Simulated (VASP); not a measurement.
AlCu: single point with LDA

The system is AlCu.

```
CELL_PARAMETERS angstrom
3.02254 0.00000 0.00000
0.00000 3.02254 0.00000
0.00000 0.00000 3.02254
ATOMIC_POSITIONS crystal
Al 0.00000 0.00000 0.00000
Cu 0.50000 0.50000 0.50000
```

This cell differs from its parent crystal: functional LDA, strained.

```
Program             : VASP 6.6.1
Task                : single point
Functional          : LDA
Potentials or basis : VASP PAW LDA potentials, release 64 (Al, Cu)
Cutoff              : 520 eV
k mesh              : 14 × 14 × 14
Occupations         : gaussian, width 0.1 eV
Spin                : no spin polarisation
```

```
Pressure               : -10.5 GPa
Band gap on the k mesh : zero (band 7 reaches 12.28 eV, above the bottom of band 8 at 7.67 eV)
```

Levels at points of the mesh, in eV from the Fermi level:
```csv
k point,band 5,band 6,band 7,band 8,band 9,band 10
"(0.00, 0.00, 0.00)",-3.81,-3.81,3.78,3.78,3.78,6.40
"(0.50, 0.00, 0.00)",-4.23,-3.76,-3.09,7.32,7.99,7.99
"(0.50, 0.50, 0.00)",-3.52,-3.52,-3.44,-0.83,-0.22,9.78
"(0.50, 0.50, 0.50)",-3.42,0.88,0.88,0.88,1.56,2.19
```

Run time: 23 s on 1 thread of Intel(R) Xeon(R) Platinum 8488C (Sapphire Rapids), with other jobs on the host, peak memory 0.16 GiB.

Caveat: the cell differs from its parent crystal (functional LDA, strained).
